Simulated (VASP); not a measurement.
Ga2SbP3:

```
Ga Sb P
1.0
     3.52317    0.00000    0.00000
     0.00000    3.52317    0.00000
     0.00000    0.00000   11.77727
Ga Sb P
2 1 3
Cartesian
  1.7616 1.7616 9.9796
  1.7616 1.7616 1.7977
  1.7616 1.7616 5.8886
  0.0000 0.0000 0.0000
  0.0000 0.0000 8.4155
  0.0000 0.0000 3.3618
```

The cell was generated, and may not be a known phase.

```yaml
Program: VASP 6.6.1
Task: relaxation of cell and atoms
Functional: PBE
Potentials_or_basis: VASP PAW PBE potentials, release 64 (Ga_d, Sb, P)
Cutoff: 600 eV
k_mesh: 6 × 6 × 2
Occupations: gaussian, width 0.1 eV
Spin: no spin polarisation
```

At the start: pressure -11.3 GPa; volume 24.36 Å³/atom.

How do energy, volume and symmetry change on relaxing?

Over 16 steps the energy falls by 341.7 meV/atom and the volume is 17.96 Å³/atom (-26.3 %); space group P4/mmm (No. 123, to 0.1 Å) before and after.

The path:
| step | energy change (eV) | largest force (eV/Å) | pressure (GPa) | volume (Å³) |
| --- | --- | --- | --- | --- |
| 1 | 0.0000 | 0.3161 | -11.31 | 146.19 |
| 2 | -1.7098 | 0.0695 | -2.16 | 112.73 |
| 3 | -1.7350 | 0.1646 | -0.04 | 109.42 |
| 4 | -1.7347 | 0.1872 | 0.40 | 108.76 |
| 5 | -1.7912 | 0.1748 | 0.68 | 108.16 |
| 6 | -1.9048 | 0.2142 | 1.11 | 106.71 |
| 7 | -1.9403 | 0.2619 | 4.05 | 102.99 |
| 8 | -1.9608 | 0.2367 | 1.83 | 105.56 |
| 9 | -2.0004 | 0.2745 | 2.75 | 104.33 |
| 10 | -2.0278 | 0.1913 | -0.12 | 108.06 |
| 11 | -2.0309 | 0.2172 | 0.61 | 107.08 |
| 12 | -2.0394 | 0.1898 | 0.01 | 107.77 |
| 13 | -2.0412 | 0.1674 | -0.37 | 108.27 |
| 14 | -2.0449 | 0.1302 | -0.13 | 107.91 |
| 15 | -2.0477 | 0.0733 | 0.30 | 107.31 |
| 16 | -2.0504 | 0.0283 | -0.02 | 107.76 |

Final structure:
```
CELL_PARAMETERS angstrom
3.40004 0.00000 0.00000
0.00000 3.40004 0.00000
0.00000 0.00000 9.32143
ATOMIC_POSITIONS crystal
Ga 0.50000 0.50000 0.83854
Ga 0.50000 0.50000 0.16146
Sb 0.50000 0.50000 0.50000
P 0.00000 0.00000 0.00000
P 0.00000 0.00000 0.71086
P 0.00000 0.00000 0.28914
```

Caveat: the volume moved by over 15 % at a fixed basis, so the end points are rough; the highest band is partly filled, so the run has too few bands.
